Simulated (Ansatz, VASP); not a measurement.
Two plane-wave programs on Al2Cu

The input INCAR:

```
SYSTEM = Al2Cu
ALGO = Fast ; EDIFF = 1E-7
ENCUT = 520 ; GGA = PE
ISIF = 2 ; ISMEAR = 0
LASPH = .TRUE. ; LCHARG = .FALSE.
LREAL = .FALSE. ; LWAVE = .FALSE.
NBANDS = 16 ; NELM = 100
PREC = Accurate ; SIGMA = 0.15
```

The input KPOINTS:

```
k-points
0
G
  10 10 14
  0 0 0
```

POSCAR

```
Al2Cu
1.0
    4.1211626268      0.0000000000      0.0000000000
    0.0000000000      4.1211626268      0.0000000000
    0.0000000000      0.0000000000      2.8847334069
Al Cu
2 1
Direct
    0.5045231003      0.0019538196      0.5000000000
   -0.0592065934      0.4913859260      0.5000000000
    0.0232185310      0.0028279343      0.0000000000
```

Input for Ansatz:

```yaml
crystal:
  lattice:
    - [4.1211626268, 0.0, 0.0]
    - [0.0, 4.1211626268, 0.0]
    - [0.0, 0.0, 2.8847334069]
  atoms:
    - { symbol: Al, position: [0.5045231003, 0.0019538196, 0.5] }
    - { symbol: Al, position: [-0.0592065934, 0.491385926, 0.5] }
    - { symbol: Cu, position: [0.023218531, 0.0028279343, 0.0] }
basis:
  ecutwfc: 520.0
kpoints:
  mp_grid: { grid: [10, 10, 14] }
hamiltonian:
  xc: pbe
  pseudopotentials: { kind: paw, azcp: { folder: soft_1 } }
scf:
  occupations: { method: gaussian, width: 0.15 }
output:
  forces: true
  stress: true
  eigenvalues: true
```

Change from the starting cell: mode 4 frozen in at -0.244 Å and mode 9 at -0.035 Å (largest displacements).

Alike in both runs: task single point; functional PBE; k mesh 10 × 10 × 14; occupations gaussian, width 0.15 eV; no spin polarisation.

```csv
,VASP,Ansatz
version,VASP 6.6.1,Ansatz 0.2.0
potentials or method,"VASP PAW PBE potentials, release 64 (Al, Cu), cutoff 520 eV","scalar-relativistic, plane waves, PAW"
valence electrons in the cell,17,25
```

|  | VASP | Ansatz | Ansatz less VASP |
| --- | --- | --- | --- |
| gap on the k mesh at the Fermi level (eV) | none | none | - |
| pressure (GPa) | 0.9 | 0.9 | -0.03 |
| traceless stress, the component that is largest in VASP (GPa) | 1.04 | 1.04 | -0.002 |
| rms of the force components (eV/Å) | 0.283 | 0.286 | +0.0026 |

Atom by atom the forces differ by 0.004 eV/Å (rms over components). A gap of «none» marks a metal or a gap that the smearing closes. The functional is the same, so the differences come from potentials, cutoffs and numerics. VASP's potentials hold 17 valence electrons a cell and Ansatz's 25, so a difference there can come from the potentials and not from the codes.
